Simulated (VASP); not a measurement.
Te2Mo: single point with HSE06

Crystal: Te2Mo.

```
CELL_PARAMETERS angstrom
3.51945 0.00000 0.00000
-1.75973 3.04794 0.00000
0.00000 0.00000 7.21445
ATOMIC_POSITIONS crystal
Mo 0.00000 0.00000 0.00000
Te 0.33333 0.66667 0.25342
Te 0.66667 0.33333 0.74658
```

| Item | Value |
| --- | --- |
| Program | VASP 6.6.1 |
| Task | single point |
| Functional | HSE06 |
| Potentials or basis | VASP PAW PBE potentials, release 64 (Mo_sv, Te) |
| Cutoff | 520 eV |
| k mesh | 6 × 6 × 2 |
| Occupations | fermi-dirac, width 0.02 eV |
| Spin | no spin polarisation |
| Dipole correction | no |
| Grid for exact exchange (PRECFOCK) | Normal |
| Further INCAR settings | ALGO = Normal; EDIFF = 1e-07; NBANDS = 20 |
| Share of exact exchange | 0.25 |
| Screening parameter | 0.2079 1/Å |

```
Pressure               : -2.0 GPa
Largest force          : 0.250 eV/Å
Band gap on the k mesh : zero (bands 13 and 14 overlap by 0.56 eV)
```

Forces in eV/Å, atoms in the order of the input:
```
Mo   0.000  0.000  0.000
Te   0.000  0.000 -0.250
Te   0.000  0.000  0.250
```

Stress tensor (GPa, compression positive):
```
-2.56  0.00  0.00
 0.00 -2.56  0.00
 0.00  0.00 -0.89
```

Levels at points of the mesh, in eV from the Fermi level:
| k point | band 9 | band 10 | band 11 | band 12 | band 13 | band 14 | band 15 | band 16 | band 17 | band 18 |
| --- | --- | --- | --- | --- | --- | --- | --- | --- | --- | --- |
| (0.00, 0.00, 0.00) | -3.16 | -1.98 | -1.92 | -1.24 | -1.24 | 1.39 | 1.39 | 3.88 | 3.88 | 5.54 |
| (0.50, 0.00, 0.00) | -4.59 | -3.63 | -3.61 | -2.20 | -1.25 | 0.76 | 1.13 | 2.73 | 3.59 | 5.01 |
| (0.00, 0.00, 0.50) | -3.14 | -3.14 | -1.24 | -1.24 | -0.94 | 1.25 | 1.25 | 4.13 | 4.13 | 6.08 |
| (0.50, 0.00, 0.50) | -4.76 | -3.69 | -2.63 | -2.54 | -0.99 | 0.76 | 1.39 | 3.05 | 3.49 | 4.01 |

Run time: 48 min on 1 thread of Intel(R) Xeon(R) Platinum 8488C (Sapphire Rapids), with other jobs on the host, peak memory 0.32 GiB.

Caveat: the k points lie up to 0.44 Å⁻¹ apart, too coarse for converged energies and pressures of a metal; the PAW data sets were made with another functional, which shifts forces and pressure a little; spin-orbit coupling is left out, which moves the levels of the heavy elements; this functional lacks dispersion, which binds layers or chains, so the pressure and a relaxed spacing across them are unreliable.
